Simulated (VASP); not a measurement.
Write the native input for VASP 6.6.1 that does the following.

```yaml
Task: single point
Functional: PBEsol
Potentials_or_basis: VASP PAW PBE potentials, release 64 (K_sv)
Cutoff: 520 eV
k_mesh: 4 × 4 × 2
Occupations: fermi-dirac, width 0.2 eV
Spin: no spin polarisation
Dipole_correction: no
Further_INCAR_settings: ALGO = Normal; EDIFF = 1e-06; NBANDS = 30
```

The structure of K lies in POSCAR:

```
K
1.0
    6.0659737087      0.0000000000      0.0000000000
    0.0000000000      6.0659737087      0.0000000000
    0.0000000000      0.0000000000     11.0526625368
K
5
Direct
    0.0000000000      0.0000000000      0.0000000000
    0.5000000000      0.0000000000      0.3079720000
    0.0000000000      0.5000000000      0.3079720000
    0.0000000000      0.5000000000      0.6920280000
    0.5000000000      0.0000000000      0.6920280000
```

These files were run (other wordings do the same):

INCAR

```
SYSTEM = K
PREC = Accurate
ENCUT = 520
EDIFF = 1E-6
ISMEAR = -1
SIGMA = 0.2
LREAL = .False.
LASPH = .True.
NELM = 80
ALGO = Normal
ISIF = 2
LWAVE = .False.
LCHARG = .True.
GGA = PS
LELF = .True.
LVHAR = .True.
NBANDS = 30
```

KPOINTS

```
regular mesh
0
Gamma
  4 4 2
  0 0 0
```

Potentials or basis: VASP PAW PBE potentials, release 64 (K_sv).

Command:

```bash
$ cat potpaw_PBE.64/K_sv/POTCAR > POTCAR
$ mpirun -np 1 vasp_std > vasp.out
```

Results of the run:

The pressure is 0.0 GPa. The band gap on the k mesh is zero (an odd number of electrons rules out a gap without spin polarisation).

Caveat: the PAW data sets were made with another functional, which shifts forces and pressure a little.

It took 3.8 min on 1 thread of AMD EPYC 7R43 64-Core Processor (Zen 3), with other jobs on the host, peak memory 0.44 GiB.
